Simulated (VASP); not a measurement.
Crystal: SiC (Moissanite 3C).

```
Si C
1.0
     0.00000    2.16438    2.16438
     2.16438    0.00000    2.16438
     2.16438    2.16438    0.00000
Si C
1 1
Direct
  0.00000 0.00000 0.00000
  0.75000 0.75000 0.75000
```

Base run:

```yaml
Program: VASP 6.6.1
Functional: BLYP
Dispersion: D4
Potentials_or_basis: VASP PAW PBE potentials, release 64 (Si, C)
Cutoff: 600 eV
k_mesh: 10 × 10 × 10
Occupations: fermi-dirac, width 0.05 eV
Spin: no spin polarisation
```

Its results: band gap on the k mesh 1.69 eV, indirect (least direct gap 4.86 eV); pressure 4.0 GPa.

Task: After a change of settings the same cell gave: band gap on the k mesh 1.68 eV, indirect (least direct gap 5.06 eV); pressure 3.5 GPa. Which change was it?
A. functional from BLYP to r2SCAN; dispersion from D4 to rVV10; cutoff from 600 eV to 660 eV
B. functional from BLYP to PBEsol; dispersion from D4 to none; cutoff from 600 eV to 520 eV
C. functional from BLYP to RPBE; dispersion from D4 to none
D. functional from BLYP to RPBE

Result: A.

Caveats: the PAW data sets were made with another functional, which shifts forces and pressure a little.
